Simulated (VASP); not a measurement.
Wanted: the native input for a VASP 6.6.1 run.

- Task: single point
- Functional: LDA
- Potentials or basis: VASP PAW LDA potentials, release 64 (Mn_pv, Br)
- Cutoff: 520 eV
- k mesh: 8 × 8 × 4
- Occupations: gaussian, width 0.05 eV
- Spin: collinear spin, ferromagnetic start
- Starting moments: [4.98, 0.0, 0.0] μB
- Hubbard terms: Mn d U = 4.9 eV
- Dipole correction: no
- Further INCAR settings: ALGO = Normal; EDIFF = 1e-06; NBANDS = 24

The structure of MnBr2 lies in POSCAR:

```
MnBr2
1.0
    3.8258920574      0.0000000000      0.0000000000
   -1.9129460287      3.3133197139      0.0000000000
    0.0000000000      0.0000000000      6.1709537350
Mn Br
1 2
Direct
    0.0000000000      0.0000000000      0.0000000000
    0.3333333333      0.6666666667      0.2434265097
    0.6666666667      0.3333333333      0.7565734903
```

The input as run:

INCAR

```
PREC = Accurate
ENCUT = 520
EDIFF = 1E-6
ISMEAR = 0
SIGMA = 0.05
LREAL = F
LASPH = T
NELM = 150
ALGO = Normal
ISIF = 2
LWAVE = F
LCHARG = F
ISPIN = 2
MAGMOM = 4.98 0 0
LORBIT = 11
LMAXMIX = 4
LDAU = T
LDAUTYPE = 2
LDAUL = 2 -1
LDAUU = 4.9 0
LDAUJ = 0 0
LDAUPRINT = 1
GGA = CA
NBANDS = 24
```

KPOINTS

```
Automatic mesh
0
Gamma
  8 8 4
```

Potentials or basis: VASP PAW LDA potentials, release 64 (Mn_pv, Br).

Launch:

```bash
$ cat potpaw_LDA.64/Mn_pv/POTCAR potpaw_LDA.64/Br/POTCAR > POTCAR
$ mpirun -np 1 vasp_std > vasp.out
```

It gave:

```yaml
Pressure: -0.8 GPa
Largest_force: 0.043 eV/Å
Band_gap_on_the_k_mesh: 3.11 eV (least direct gap 3.21 eV)
Net_moment: 5.00 μB per cell
Site_moments: Mn +4.58; Br +0.06 μB
Valence_electrons_inside_the_program's_atomic_spheres: Mn 11.29; Br 4.88
```

Wall time 3 min on 1 thread of Oxide Virtual Turin-like Processor, on a shared host, peak memory 0.19 GiB.
